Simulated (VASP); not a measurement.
## GaN: single point with PBEsol

Crystal: GaN.

```
Ga N
1.0
     3.14619    0.00000    0.00000
    -1.57309    2.72468    0.00000
     0.00000    0.00000    5.12644
Ga N
2 2
Direct
  0.33333 0.66667 0.99925
  0.66667 0.33333 0.49925
  0.33333 0.66667 0.37575
  0.66667 0.33333 0.87575
```

```
Program             : VASP 6.6.1
Task                : single point
Functional          : PBEsol
Potentials or basis : VASP PAW PBE potentials, release 64 (Ga_d, N)
Cutoff              : 520 eV
k mesh              : 8 × 8 × 4
Occupations         : gaussian, width 0.01 eV
Spin                : no spin polarisation
```

```
Pressure               : 6.8 GPa
Band gap on the k mesh : 2.12 eV, direct
```

Levels at points of the mesh, in eV from the valence-band top:
| k point | band 15 | band 16 | band 17 | band 18 | band 19 | band 20 | band 21 | band 22 |
| --- | --- | --- | --- | --- | --- | --- | --- | --- |
| (0.00, 0.00, 0.00) | -1.09 | -0.05 | 0.00 | 0.00 | 2.12 | 4.44 | 9.31 | 10.02 |
| (0.50, 0.00, 0.00) | -4.43 | -2.91 | -2.36 | -1.06 | 5.04 | 5.70 | 6.05 | 8.86 |
| (0.00, 0.00, 0.50) | -0.56 | -0.56 | -0.56 | -0.56 | 4.44 | 4.44 | 8.56 | 8.56 |
| (0.50, 0.00, 0.50) | -2.06 | -2.06 | -2.00 | -2.00 | 4.41 | 4.41 | 7.92 | 7.92 |

It took 19 s on 1 thread of Intel(R) Xeon(R) Platinum 8488C (Sapphire Rapids), on a shared host, peak memory 0.17 GiB.

Caveat: the PAW data sets were made with another functional, which shifts forces and pressure a little.
